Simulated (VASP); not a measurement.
# AlN (P1) in VASP: notebook, part 2 of 2

VASP 6.6.1. The steps go on from the part before.

## Step 3: Single point, PBE (atoms moved at random)

Input file INCAR:

```
PREC     = Accurate       # precision mode
ENCUT    = 520            # plane-wave cutoff, eV
EDIFF    = 1E-6           # SCF threshold, eV
ISMEAR   = 0              # smearing method
SIGMA    = 0.05           # smearing width, eV
LREAL    = False          # projectors in reciprocal space
LASPH    = True           # aspherical terms in the spheres
NELM     = 60             # most SCF steps
ALGO     = Normal         # electronic algorithm
ISIF     = 2              # what is computed and relaxed
LWAVE    = False          # write WAVECAR
LCHARG   = False          # write CHGCAR
GGA      = PE             # functional
NBANDS   = 16             # bands
```

Input file KPOINTS:

```
regular mesh
0
Gamma
  6 6 4
```

Input file POSCAR:

```
AlN
1.0
    3.1110021516      0.0000000000      0.0000000000
   -1.5555010758      2.6942068945      0.0000000000
    0.0000000000      0.0000000000      4.9780000000
Al N
2 2
Direct
    0.3522834310      0.6382410458      0.0655579281
    0.5876046065      0.3637447564      0.3576429340
    0.3907633419      0.5759939105      0.4612780398
    0.6693486207      0.4220202872      0.8855210981
```

Potentials or basis: VASP PAW PBE potentials, release 64 (Al, N).

Started as:

```sh
> cat potpaw_PBE.64/Al/POTCAR potpaw_PBE.64/N/POTCAR > POTCAR
> mpirun -np 1 vasp_std > vasp.out
```

OUTCAR:

```text
PREC = Accurate
   ENCUT = 520
   EDIFF = 1E-6
   ISMEAR = 0
   LREAL = False
   LASPH = True
   NELM = 60
   ISIF = 2
   GGA = PE

 ion  position               nearest neighbor table
   1  0.352  0.638  0.066-   4 1.70   3 1.99   2 2.00   4 2.08   4 2.31   2 2.47   2 2.54
   2  0.588  0.364  0.358-   3 1.22   1 2.00   3 2.27   3 2.30   4 2.36   1 2.47   1 2.54
   3  0.391  0.576  0.461-   2 1.22   1 1.99   2 2.27   2 2.30
   4  0.669  0.422  0.886-   1 1.70   1 2.08   1 2.31   2 2.36

 -----------------------------------------------------------------------------
|                                                                             |
|           W    W    AA    RRRRR   N    N  II  N    N   GGGG   !!!           |
|           W    W   A  A   R    R  NN   N  II  NN   N  G    G  !!!           |
|           W    W  A    A  R    R  N N  N  II  N N  N  G       !!!           |
|           W WW W  AAAAAA  RRRRR   N  N N  II  N  N N  G  GGG   !            |
|           WW  WW  A    A  R   R   N   NN  II  N   NN  G    G                |
|           W    W  A    A  R    R  N    N  II  N    N   GGGG   !!!           |
|                                                                             |
|     The distance between some ions is very small. Please check the          |
|     nearest-neighbor list in the OUTCAR file.                               |
[... 196 lines left out ...]
 fundamental gap:      1.2850813161
 Fermi energy:         6.9441599954

 k-point     1 :       0.0000    0.0000    0.0000
  band No.  band energies     occupation
      1      -9.6046      2.00000
      2      -7.0407      2.00000
      3      -0.7430      2.00000
      4       4.5811      2.00000
      5       4.6910      2.00000
      6       5.8886      2.00000
[... 433 lines left out ...]
      3      -0.0087      2.00000
      4       3.8276      2.00000
      5       4.3583      2.00000
      6       4.4046      2.00000
[... 8 lines left out ...]
     15      17.7233      0.00000
     16      19.1452      0.00000

 [... further k-points ...]
[... 5 lines left out ...]
  --------------------------------------------------------------------------------------
  -------------------------------------------------------------------------------------
  Total       49.6949032     18.4911361     14.1316469    -29.2268728     13.6422305    -21.9911548
  in kB     1908.2544536    710.0485250    542.6467585  -1122.2943724    523.8534625   -844.4471427
  external PRESSURE =    1053.6499124 kB  Pullay stress =       0.0000000 kB

 VOLUME and BASIS-vectors are now :
 -----------------------------------------------------------------------------
  energy-cutoff  :      520.00
  volume of cell :       41.72
      direct lattice vectors                 reciprocal lattice vectors
     3.111002152  0.000000000  0.000000000     0.321439829  0.185583372  0.000000000
    -1.555501076  2.694206895  0.000000000     0.000000000  0.371166744  0.000000000
     0.000000000  0.000000000  4.978000000     0.000000000  0.000000000  0.200883889

 POSITION                                       TOTAL-FORCE (eV/Angst)
 -----------------------------------------------------------------------------------
      0.10317      1.71955      0.32635        -7.120419      3.772502     -7.596790
      1.26223      0.98000      1.78035        48.068243    -28.767618    -13.673374
      0.31971      1.55185      2.29624       -45.240860     27.460093     17.018812
      1.42589      1.13701      4.40812         4.293036     -2.464976      4.251352
 -----------------------------------------------------------------------------------
    total drift:                               -0.000720      0.000416     -0.000166

  FREE ENERGIE OF THE ION-ELECTRON SYSTEM (eV)
  ---------------------------------------------------
  free  energy   TOTEN  =       -11.7910669182 eV

  energy  without entropy=      -11.7910669182  energy(sigma->0) =      -11.79106692
```

stdout:

```text
POSCAR found type information on POSCAR AlN
 POSCAR found :  2 types and       4 ions
 scaLAPACK will be used
 LDA part: xc-table for (Slater+PW92), standard interpolation
 -----------------------------------------------------------------------------
|                                                                             |
|           W    W    AA    RRRRR   N    N  II  N    N   GGGG   !!!           |
|           W    W   A  A   R    R  NN   N  II  NN   N  G    G  !!!           |
|           W    W  A    A  R    R  N N  N  II  N N  N  G       !!!           |
|           W WW W  AAAAAA  RRRRR   N  N N  II  N  N N  G  GGG   !            |
|           WW  WW  A    A  R   R   N   NN  II  N   NN  G    G                |
|           W    W  A    A  R    R  N    N  II  N    N   GGGG   !!!           |
|                                                                             |
|     The distance between some ions is very small. Please check the          |
|     nearest-neighbor list in the OUTCAR file.                               |
|     I HOPE YOU KNOW WHAT YOU ARE DOING!                                     |
|                                                                             |
 -----------------------------------------------------------------------------

 POSCAR, INCAR and KPOINTS ok, starting setup
 FFT: planning ... GRIDC
 FFT: planning ... GRID_SOFT
 FFT: planning ... GRID
 WAVECAR not read
 entering main loop
```

Wall time 15 s (1 thread of Intel Xeon 6975P-C (Granite Rapids), shared host); peak memory 0.18 GiB.

Results:

```
Free energy            : -11.7911 eV
Pressure               : 105.4 GPa
Largest force          : 57.664 eV/Å
Band gap on the k mesh : 1.29 eV, indirect (least direct gap 1.30 eV)
```

Forces in eV/Å, atoms in the order of the input:
```
Al   -7.120   3.773  -7.597
Al   48.068 -28.768 -13.673
N   -45.241  27.460  17.019
N     4.293  -2.465   4.251
```

Stress tensor (GPa, compression positive):
```
 190.83 -112.23  -84.44
-112.23   71.00   52.39
 -84.44   52.39   54.26
```

Levels at points of the mesh, in eV from the valence-band top:
```csv
k point,band 5,band 6,band 7,band 8,band 9,band 10,band 11,band 12
"(0.00, 0.00, 0.00)",-2.00,-0.80,-0.66,-0.01,1.29,5.48,8.33,8.79
"(0.50, 0.00, 0.00)",-4.27,-2.37,-1.68,-1.33,2.45,3.18,6.15,7.05
"(0.00, 0.50, 0.00)",-3.76,-2.46,-1.43,-1.03,1.77,3.11,6.13,6.74
"(0.50, 0.50, 0.00)",-4.63,-2.99,-2.60,-0.73,2.38,4.10,6.61,7.19
"(0.00, 0.00, 0.50)",-2.08,-1.54,-0.99,0.00,2.71,5.86,7.48,8.35
"(0.50, 0.00, 0.50)",-3.30,-2.26,-1.90,-1.15,2.20,3.21,5.87,6.82
"(0.00, 0.50, 0.50)",-3.68,-2.66,-2.05,-1.56,2.37,4.16,6.34,6.88
"(0.50, 0.50, 0.50)",-2.83,-2.33,-1.30,-1.05,1.52,2.60,6.68,7.75
```

Caveat: the cell differs from its parent crystal (atoms moved at random); forces of over 1 eV/Å act on the atoms, so gaps and moduli don't describe the material at rest.

## Step 4: Single point, PBE (atoms moved at random)

Input file INCAR:

```
SYSTEM = AlN
ALGO     = Normal         ! electronic algorithm
EDIFF    = 1E-6           ! SCF threshold, eV
ENCUT    = 520            ! plane-wave cutoff, eV
GGA      = PE             ! functional
ISIF     = 2              ! what is computed and relaxed
ISMEAR   = 0              ! smearing method
LASPH    = .TRUE.         ! aspherical terms in the spheres
LCHARG   = .FALSE.        ! write CHGCAR
LREAL    = .FALSE.        ! projectors in reciprocal space
LWAVE    = .FALSE.        ! write WAVECAR
NBANDS   = 16             ! bands
NELM     = 80             ! most SCF steps
PREC     = Accurate       ! precision mode
SIGMA    = 0.05           ! smearing width, eV
```

Input file KPOINTS:

```
k-points
0
G
  6 6 4
  0 0 0
```

Input file POSCAR:

```
AlN
1.0
    3.1110021516      0.0000000000      0.0000000000
   -1.5555010758      2.6942068945      0.0000000000
    0.0000000000      0.0000000000      4.9780000000
Al N
2 2
Direct
    0.3711355520      0.7505538454     -0.0067670713
    0.5653014572      0.3051042093      0.4879967083
    0.3232213737      0.7306289409      0.3852187841
    0.7403416171      0.2137130044      0.9035515789
```

Potentials or basis: VASP PAW PBE potentials, release 64 (Al, N).

Started as:

```sh
> cat potpaw_PBE.64/Al/POTCAR potpaw_PBE.64/N/POTCAR > POTCAR
> mpirun -np 1 vasp_std > vasp.out
```

OUTCAR:

```text
SYSTEM = AlN
   EDIFF = 1E-6
   ENCUT = 520
   GGA = PE
   ISIF = 2
   ISMEAR = 0
   LASPH = .TRUE.
   LREAL = .FALSE.
   NELM = 80
   PREC = Accurate

 ion  position               nearest neighbor table
   1  0.371  0.751  0.993-   4 1.39   4 1.89   3 1.96   4 2.50   2 2.89   2 2.94   2 3.03   2 3.07
                             2 3.29   2 3.33
   2  0.565  0.305  0.488-   3 1.64   3 1.89   3 2.11   4 2.19   1 2.89   1 2.94   1 3.03   1 3.07
                             1 3.29   1 3.33
   3  0.323  0.731  0.385-   2 1.64   2 1.89   1 1.96   2 2.11
   4  0.740  0.214  0.904-   1 1.39   1 1.89   2 2.19   1 2.50

  LATTYP: Found a hexagonal cell.
 ALAT       =     3.1110021516
 C/A-ratio  =     1.6001274694

  Lattice vectors:

 A1 = (   3.1110021516,   0.0000000000,   0.0000000000)
 A2 = (  -1.5555010758,   2.6942068945,   0.0000000000)
 A3 = (   0.0000000000,   0.0000000000,   4.9780000000)

Analysis of symmetry for initial positions (statically):
=====================================================================
 Subroutine PRICEL returns:
[... 171 lines left out ...]
  free energy    TOTEN  =       -24.02141993 eV

  energy without entropy =      -24.02141993  energy(sigma->0) =      -24.02141993

 E-fermi :   7.0577     XC(G=0): -10.8802

 val. band max:        6.7545726213   @ k =   0.0000   0.0000   0.0000
 cond. band min:       9.4648374407   @ k =   0.5000   0.5000   0.0000
 fundamental gap:      2.7102648195
 Fermi energy:         7.0576884694

 k-point     1 :       0.0000    0.0000    0.0000
  band No.  band energies     occupation
      1      -9.1016      2.00000
      2      -6.9560      2.00000
      3       0.2371      2.00000
      4       4.3901      2.00000
      5       5.0438      2.00000
      6       5.9953      2.00000
[... 433 lines left out ...]
      3       1.2932      2.00000
      4       3.3709      2.00000
      5       4.4839      2.00000
      6       5.0898      2.00000
[... 8 lines left out ...]
     15      18.7908      0.00000
     16      20.1574      0.00000

 [... further k-points ...]
[... 5 lines left out ...]
  --------------------------------------------------------------------------------------
  -------------------------------------------------------------------------------------
  Total        0.5202394     32.7898305      3.9004928      8.7091403     -5.9459864     -4.1198401
  in kB       19.9768807   1259.1098070    149.7765822    334.4257602   -228.3223078   -158.1993886
  external PRESSURE =     476.2877566 kB  Pullay stress =       0.0000000 kB

 VOLUME and BASIS-vectors are now :
 -----------------------------------------------------------------------------
  energy-cutoff  :      520.00
  volume of cell :       41.72
      direct lattice vectors                 reciprocal lattice vectors
     3.111002152  0.000000000  0.000000000     0.321439829  0.185583372  0.000000000
    -1.555501076  2.694206895  0.000000000     0.000000000  0.371166744  0.000000000
     0.000000000  0.000000000  4.978000000     0.000000000  0.000000000  0.200883889

 POSITION                                       TOTAL-FORCE (eV/Angst)
 -----------------------------------------------------------------------------------
     -0.01288      2.02215      4.94431        -7.148000    -21.928397      8.127423
      1.28406      0.82201      2.42925         1.458747      5.829932      2.429378
     -0.13095      1.96847      1.91762        -0.255382     -6.351263     -1.507937
      1.97077      0.57579      4.49788         5.944635     22.449728     -9.048864
 -----------------------------------------------------------------------------------
    total drift:                               -0.000400     -0.000204      0.000486

  FREE ENERGIE OF THE ION-ELECTRON SYSTEM (eV)
  ---------------------------------------------------
  free  energy   TOTEN  =       -24.0214199320 eV

  energy  without entropy=      -24.0214199320  energy(sigma->0) =      -24.02141993
```

OSZICAR:

```text
N       E                     dE             d eps       ncg     rms          rms(c)
DAV:   1     0.458809203545E+02    0.45881E+02   -0.73368E+03  2440   0.890E+02
DAV:   2    -0.276415311741E+02   -0.73522E+02   -0.67383E+02  3280   0.191E+02
DAV:   3    -0.311171587894E+02   -0.34756E+01   -0.34673E+01  3056   0.439E+01
DAV:   4    -0.311381644283E+02   -0.21006E-01   -0.21005E-01  3176   0.380E+00
DAV:   5    -0.311384498348E+02   -0.28541E-03   -0.28540E-03  3184   0.446E-01    0.150E+01
DAV:   6    -0.241046892151E+02    0.70338E+01   -0.14991E+01  3240   0.291E+01    0.527E+00
DAV:   7    -0.240632738503E+02    0.41415E-01   -0.95514E-01  2776   0.729E+00    0.326E+00
DAV:   8    -0.240230815266E+02    0.40192E-01   -0.78600E-02  3376   0.238E+00    0.592E-01
DAV:   9    -0.240211003787E+02    0.19811E-02   -0.13344E-02  3344   0.881E-01    0.286E-01
DAV:  10    -0.240212949768E+02   -0.19460E-03   -0.14138E-03  2880   0.323E-01    0.128E-01
DAV:  11    -0.240214149395E+02   -0.11996E-03   -0.27178E-04  3104   0.133E-01    0.465E-02
DAV:  12    -0.240214197206E+02   -0.47811E-05   -0.29229E-05  3096   0.513E-02    0.148E-02
DAV:  13    -0.240214199320E+02   -0.21142E-06   -0.47129E-06  3272   0.215E-02
   1 F= -.24021420E+02 E0= -.24021420E+02  d E =-.214278E-19
```

stdout:

```text
POSCAR found type information on POSCAR AlN
 POSCAR found :  2 types and       4 ions
 scaLAPACK will be used
 LDA part: xc-table for (Slater+PW92), standard interpolation
 POSCAR, INCAR and KPOINTS ok, starting setup
 FFT: planning ... GRIDC
 FFT: planning ... GRID_SOFT
 FFT: planning ... GRID
 WAVECAR not read
 entering main loop
```

Run time: 14 s. Hardware: 1 thread of Intel Xeon 6975P-C (Granite Rapids), shared host; peak memory 0.17 GiB.

What came out:

```
Free energy            : -24.0214 eV
Pressure               : 47.6 GPa
Largest force          : 24.924 eV/Å
Band gap on the k mesh : 2.71 eV, indirect (least direct gap 2.81 eV)
```

Forces in eV/Å, atoms in the order of the input:
```
Al   -7.148 -21.928   8.127
Al    1.459   5.830   2.429
N    -0.255  -6.351  -1.508
N     5.945  22.450  -9.049
```

Levels at points of the mesh, in eV from the valence-band top:
| k point | band 5 | band 6 | band 7 | band 8 | band 9 | band 10 | band 11 | band 12 |
| --- | --- | --- | --- | --- | --- | --- | --- | --- |
| (0.00, 0.00, 0.00) | -1.71 | -0.76 | -0.58 | 0.00 | 2.81 | 5.64 | 8.59 | 10.02 |
| (0.50, 0.00, 0.00) | -3.79 | -2.81 | -2.31 | -1.57 | 4.85 | 5.88 | 6.98 | 7.79 |
| (0.00, 0.50, 0.00) | -3.43 | -2.83 | -2.10 | -1.34 | 4.83 | 6.10 | 6.76 | 8.18 |
| (0.50, 0.50, 0.00) | -3.98 | -2.98 | -1.60 | -0.48 | 2.71 | 5.51 | 6.48 | 8.78 |
| (0.00, 0.00, 0.50) | -2.01 | -1.85 | -0.87 | -0.24 | 4.66 | 5.31 | 8.72 | 9.71 |
| (0.50, 0.00, 0.50) | -2.84 | -1.95 | -1.60 | -1.19 | 3.85 | 4.24 | 7.67 | 8.09 |
| (0.00, 0.50, 0.50) | -2.29 | -1.86 | -1.49 | -0.95 | 3.64 | 4.15 | 7.62 | 8.34 |
| (0.50, 0.50, 0.50) | -2.86 | -2.58 | -2.26 | -2.11 | 5.24 | 6.05 | 6.90 | 7.61 |

Caveat: the cell differs from its parent crystal (atoms moved at random); forces of over 1 eV/Å act on the atoms, so gaps and moduli don't describe the material at rest. A k mesh can miss the band edges.

## Step 5: Single point, PBE (atoms moved at random and the cell strained at random)

Input file INCAR:

```
  PREC = Accurate
  ENCUT = 520
  EDIFF = 1E-6
  ISMEAR = 0
  SIGMA = 0.05
  LREAL = F
  LASPH = T
  NELM = 100
  ALGO = Normal
  ISIF = 2
  LWAVE = F
  LCHARG = F
  GGA = PE
  NBANDS = 16
```

Input file KPOINTS:

```
regular mesh
0
Gamma
  6 6 4
```

Input file POSCAR:

```
AlN
1.0
    3.2360458119     -0.0975659424     -0.0221381428
   -1.7025174906      2.8428551716      0.0699330608
   -0.0354238504      0.1087611125      4.8652965235
Al N
2 2
Direct
    0.3206374753      0.6744783112     -0.0095557548
    0.8109536230      0.4502035771      0.5516643616
    0.2859371289      0.5748537327      0.3652261432
    0.5824717728      0.3004643790      0.8626652500
```

Started as:

```sh
> cat potpaw_PBE.64/Al/POTCAR potpaw_PBE.64/N/POTCAR > POTCAR
> mpirun -np 1 vasp_std > vasp.out
```

Run time: 16 s. Hardware: 1 thread of Intel Xeon 6975P-C (Granite Rapids), shared host; peak memory 0.18 GiB.

Results (log left out):

```
Free energy            : -26.6009 eV
Pressure               : 18.2 GPa
Largest force          : 8.369 eV/Å
Band gap on the k mesh : 1.35 eV, indirect (least direct gap 1.37 eV)
```

Forces in eV/Å, atoms in the order of the input:
```
Al   0.140 -1.099  2.305
Al  -5.061 -0.565 -6.642
N    5.102  1.481 -1.071
N   -0.181  0.183  5.408
```

Stress tensor (GPa, compression positive):
```
  7.19   9.37 -19.33
  9.37  -0.45 -10.98
-19.33 -10.98  47.82
```

Levels at points of the mesh, in eV from the valence-band top:
| k point | band 6 | band 7 | band 8 | band 9 | band 10 | band 11 |
| --- | --- | --- | --- | --- | --- | --- |
| (0.00, 0.00, 0.00) | -1.78 | -1.08 | -0.02 | 1.35 | 4.06 | 7.46 |
| (0.50, 0.00, 0.00) | -4.47 | -2.93 | -1.13 | 3.14 | 4.06 | 5.92 |
| (0.00, 0.50, 0.00) | -3.74 | -3.01 | -1.58 | 3.09 | 3.98 | 5.77 |
| (0.50, 0.50, 0.00) | -3.77 | -3.57 | -0.61 | 3.06 | 5.18 | 5.99 |
| (0.00, 0.00, 0.50) | -2.64 | -1.36 | 0.00 | 2.70 | 4.56 | 7.20 |
| (0.50, 0.00, 0.50) | -2.96 | -2.33 | -1.40 | 2.68 | 3.86 | 6.91 |
| (0.00, 0.50, 0.50) | -3.05 | -2.50 | -1.82 | 3.14 | 4.09 | 6.29 |
| (0.50, 0.50, 0.50) | -2.85 | -2.06 | -0.78 | 2.62 | 3.88 | 7.27 |

Caveat: the cell differs from its parent crystal (atoms moved at random and the cell strained at random); forces of over 1 eV/Å act on the atoms, so gaps and moduli don't describe the material at rest.

## Step 6: The runs side by side

| cell | gap on the mesh (eV) | pressure (GPa) | largest force (eV/Å) |
| --- | --- | --- | --- |
| a = 3.276, b = 3.320, c = 4.463 Å, angles 93.1, 88.0, 126.3°, 4 atoms | 2.48 | 69.9 | 29.94 |
| a = 3.111, b = 3.111, c = 4.978 Å, angles 90.0, 90.0, 120.0°, 4 atoms | 2.71 | 47.6 | 24.92 |
| a = 3.238, b = 3.314, c = 4.867 Å, angles 87.5, 90.8, 122.6°, 4 atoms | 1.35 | 18.2 | 8.37 |

Some of these runs hold the atoms at other places in the same cell, which the table doesn't show; runs alike in all that it shows share one row.

Alike in all rows: task single point; level PBE; potentials or basis VASP PAW PBE potentials, release 64 (Al, N); no spin polarisation; k mesh 6 × 6 × 4; cutoff (eV) 520; smearing gaussian 0.05 eV.

Caveats: forces of over 1 eV/Å act on the atoms, so gaps and moduli don't describe the material at rest.

Absolute energies hang on the potentials; compare differences alone.
